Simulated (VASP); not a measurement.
The system is HgTe.

```xyz
2
Lattice="0.0000 3.2011 3.2011 3.2011 0.0000 3.2011 3.2011 3.2011 0.0000" Properties=species:S:1:pos:R:3 pbc="T T T"
Hg    0.0000    0.0000    0.0000
Te    3.2011    3.2011    3.2011
```

Base run:

- Program: VASP 6.6.1
- Functional: PBE
- Potentials or basis: VASP PAW PBE potentials, release 64 (Hg, Te)
- Cutoff: 520 eV
- k mesh: 7 × 7 × 7
- Occupations: fermi-dirac, width 0.05 eV
- Spin: no spin polarisation

Its results: band gap on the k mesh zero (band 9 reaches 3.05 eV, above the bottom of band 10 at 1.21 eV); pressure -4.1 GPa.

Problem. After a change of settings the same cell gave: band gap on the k mesh zero (band 9 reaches 2.86 eV, above the bottom of band 10 at 1.00 eV); pressure -8.0 GPa. Which change was it?
A. functional from PBE to r2SCAN
B. functional from PBE to PBEsol; further incar settings from ALGO = Normal; EDIFF = 1e-07; NBANDS = 16 to ALGO = Normal; EDIFF = 1e-06; NBANDS = 16
C. functional from PBE to LDA; potentials or basis from VASP PAW PBE potentials, release 64 (Hg, Te) to VASP PAW LDA potentials, release 64 (Hg, Te)

Solution. C.

Caveats: spin-orbit coupling is left out, which moves the levels of the heavy elements.
